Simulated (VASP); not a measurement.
Wanted: the native input for a VASP 6.6.1 run.

* Task: relaxation of the atoms
* Functional: PBE
* Potentials or basis: VASP PAW PBE potentials, release 64 (Fe, Si)
* Cutoff: 520 eV
* k mesh: 8 × 8 × 8
* Occupations: gaussian, width 0.01 eV
* Spin: no spin polarisation
* Dipole correction: no
* Further INCAR settings: ALGO = Normal; EDIFF = 1e-06; IBRION = 2; EDIFFG = -0.01; NSW = 50

The structure of FeSi lies in POSCAR:

```
FeSi
1.0
    4.5352018846      0.0000000000      0.0000000000
    0.0000000000      4.5352018846      0.0000000000
    0.0000000000      0.0000000000      4.5352018846
Fe Si
4 4
Direct
    0.1345095135      0.1345095135      0.1345095135
    0.3654904865      0.8654904865      0.6345095135
    0.6345095135      0.3654904865      0.8654904865
    0.8654904865      0.6345095135      0.3654904865
    0.8400474509      0.8400474509      0.8400474509
    0.6599525491      0.1599525491      0.3400474509
    0.3400474509      0.6599525491      0.1599525491
    0.1599525491      0.3400474509      0.6599525491
```

The input as run:

INCAR

```
SYSTEM = FeSi
PREC = Accurate
ENCUT = 520
EDIFF = 1E-6
ISMEAR = 0
SIGMA = 0.01
LREAL = .FALSE.
LASPH = .TRUE.
NELM = 100
ALGO = Normal
ISIF = 2
LWAVE = .FALSE.
LCHARG = .FALSE.
GGA = PE
IBRION = 2
NSW = 50
EDIFFG = -0.01
```

KPOINTS

```
regular mesh
0
G
  8 8 8
  0 0 0
```

Potentials or basis: VASP PAW PBE potentials, release 64 (Fe, Si).

Launch:

```console
$ cat potpaw_PBE.64/Fe/POTCAR potpaw_PBE.64/Si/POTCAR > POTCAR
$ mpirun -np 1 vasp_std > vasp.out
```

Results of the run:

```
Energy gained by relaxing    : 0.3 meV/atom
Ionic steps                  : 4
Pressure after relaxing      : -11.1 GPa
Largest force after relaxing : 0.009 eV/Å
Band gap on the k mesh       : 0.16 eV (least direct gap 0.17 eV)
```

It took 5.1 min on 1 thread of Oxide Virtual Turin-like Processor, with other jobs on the host, peak memory 0.23 GiB.
